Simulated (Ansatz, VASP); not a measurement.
## GaN: VASP beside Ansatz

Contents of POSCAR:

```
GaN
1.0
    3.1799996605      0.0000000000      0.0000000000
   -1.5899998303      2.7539604900      0.0000000000
    0.0000000000      0.0000000000      5.1660000000
Ga N
2 2
Direct
    0.3333333333      0.6666666667     -0.0232288037
    0.6666666667      0.3333333333      0.5000000000
    0.3333333333      0.6666666667      0.3750000000
    0.6666666667      0.3333333333      0.8750000000
```

INCAR.step1

```
PREC     = Accurate       # precision mode
ENCUT    = 660            # plane-wave cutoff, eV
ISMEAR   = 0              # smearing method
SIGMA    = 0.05           # smearing width, eV
LREAL    = F              # projectors in reciprocal space
LASPH    = T              # aspherical terms in the spheres
NELM     = 120            # most SCF steps
NBANDS   = 26             # bands
GGA      = PE             # functional
ALGO     = Normal         # electronic algorithm
EDIFF    = 1E-5           # SCF threshold, eV
LWAVE    = T              # write WAVECAR
LCHARG   = F              # write CHGCAR
GGA_COMPAT= F
```

The input INCAR.step2:

```
PREC     = Accurate       # precision mode
ENCUT    = 660            # plane-wave cutoff, eV
EDIFF    = 1E-6           # SCF threshold, eV
ISMEAR   = 0              # smearing method
SIGMA    = 0.05           # smearing width, eV
LREAL    = F              # projectors in reciprocal space
LASPH    = T              # aspherical terms in the spheres
NELM     = 120            # most SCF steps
ALGO     = Normal         # electronic algorithm
ISIF     = 2              # what is computed and relaxed
LWAVE    = F              # write WAVECAR
LCHARG   = T              # write CHGCAR
METAGGA  = R2SCAN         # meta-GGA
LMIXTAU  = T            
LELF     = T              # ELF
LVHAR    = T            
NBANDS   = 26             # bands
ISTART   = 1            
GGA_COMPAT= F
```

KPOINTS

```
regular mesh
0
Gamma
  12 12 6
```

Input for Ansatz:

```yaml
crystal:
  lattice:
    - [3.1799996605, 0.0, 0.0]
    - [-1.5899998303, 2.75396049, 0.0]
    - [0.0, 0.0, 5.166]
  atoms:
    - { symbol: Ga, position: [0.3333333333, 0.6666666667, -0.0232288037] }
    - { symbol: Ga, position: [0.6666666667, 0.3333333333, 0.5] }
    - { symbol: "N", position: [0.3333333333, 0.6666666667, 0.375] }
    - { symbol: "N", position: [0.6666666667, 0.3333333333, 0.875] }
basis:
  ecutwfc: 500
kpoints:
  mp_grid: { grid: [12, 12, 6] }
hamiltonian:
  xc: r2scan
scf:
  occupations: { method: gaussian, width: 0.05 }
output:
  forces: true
  stress: true
  eigenvalues: true
```

Alike in both runs: task single point; functional r2SCAN; k mesh 12 × 12 × 6; occupations gaussian, width 0.05 eV; no spin polarisation.

```csv
,VASP,Ansatz
version,VASP 6.6.1,Ansatz 0.2.0
potentials or method,"VASP PAW PBE potentials, release 64 (Ga_d, N), cutoff 660 eV","scalar-relativistic, plane waves, PAW"
valence electrons in the cell,36,36
```

```tsv
	VASP	Ansatz	Ansatz less VASP
gap on the k mesh at the Fermi level (eV)	2.28	2.29	+0.008
least direct gap on the mesh (eV)	2.28	2.29	+0.008
pressure (GPa)	2.9	1.8	-1.07
traceless stress, the component that is largest in VASP (GPa)	-2.59	-2.40	+0.187
rms of the force components (eV/Å)	0.686	0.674	-0.0119
```

VASP's potentials were made for PBE, not for r2SCAN. Atom by atom the forces differ by 0.013 eV/Å (rms over components).
